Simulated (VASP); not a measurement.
Write the native input for VASP 6.6.1 that does the following.

```
Task                   : relaxation of cell and atoms
Functional             : PBE
Potentials or basis    : VASP PAW PBE potentials, release 64 (Y_sv, N)
Cutoff                 : 600 eV
k mesh                 : 12 × 12 × 12
Occupations            : gaussian, width 0.1 eV
Spin                   : no spin polarisation
Dipole correction      : no
Further INCAR settings : ALGO = Normal; EDIFF = 1e-06; IBRION = 2; EDIFFG = -0.01; NSW = 100; ISIF = 3
```

The structure of Y3N lies in POSCAR:

```
Y3N
1.0
    0.0000000000      3.5998048697      3.5998048697
    3.5998048697      0.0000000000      3.5998048697
    3.5998048697      3.5998048697      0.0000000000
Y N
3 1
Direct
    0.2500000000      0.2500000000      0.2500000000
    0.7500000000      0.7500000000      0.7500000000
    0.5000000000      0.5000000000      0.5000000000
    0.0000000000      0.0000000000      0.0000000000
```

The cell was generated, and may not be a known phase.

The input as run:

INCAR

```
SYSTEM = Y3N
ALGO     = Normal         ! electronic algorithm
EDIFF    = 1E-6           ! SCF threshold, eV
EDIFFG   = -0.01          ! ionic threshold
ENCUT    = 600            ! plane-wave cutoff, eV
GGA      = PE             ! functional
IBRION   = 2              ! ionic algorithm
ISIF     = 3              ! what is computed and relaxed
ISMEAR   = 0              ! smearing method
LASPH    = .True.         ! aspherical terms in the spheres
LCHARG   = .False.        ! write CHGCAR
LREAL    = .False.        ! projectors in reciprocal space
LWAVE    = .False.        ! write WAVECAR
NELM     = 60             ! most SCF steps
NSW      = 100            ! ionic steps
PREC     = Accurate       ! precision mode
SIGMA    = 0.1            ! smearing width, eV
```

KPOINTS

```
k-points
0
Gamma
  12 12 12
  0 0 0
```

Potentials or basis: VASP PAW PBE potentials, release 64 (Y_sv, N).

The run is started by

```sh
$ cat potpaw_PBE.64/Y_sv/POTCAR potpaw_PBE.64/N/POTCAR > POTCAR
$ mpirun -np 1 vasp_std > vasp.out
```

Results of the run:

```json
{"Relaxed volume": "23.38 Å³/atom", "Relaxed cell": "a = 5.095 Å, b = 5.095 Å, c = 5.095 Å, α = 60.00°, β = 60.00°, γ = 60.00°", "Space group after relaxing (to 0.1 Å)": "Fm-3m (No. 225)", "Energy gained by relaxing": "0.0 meV/atom", "Ionic steps": "2", "Pressure after relaxing": "0.0 GPa", "Band gap on the k mesh": "zero (bands 19 and 20 overlap by 0.45 eV)"}
```

Run time: 7.5 min on 1 thread of Intel Xeon 8259CL, on a shared host, peak memory 0.4 GiB.
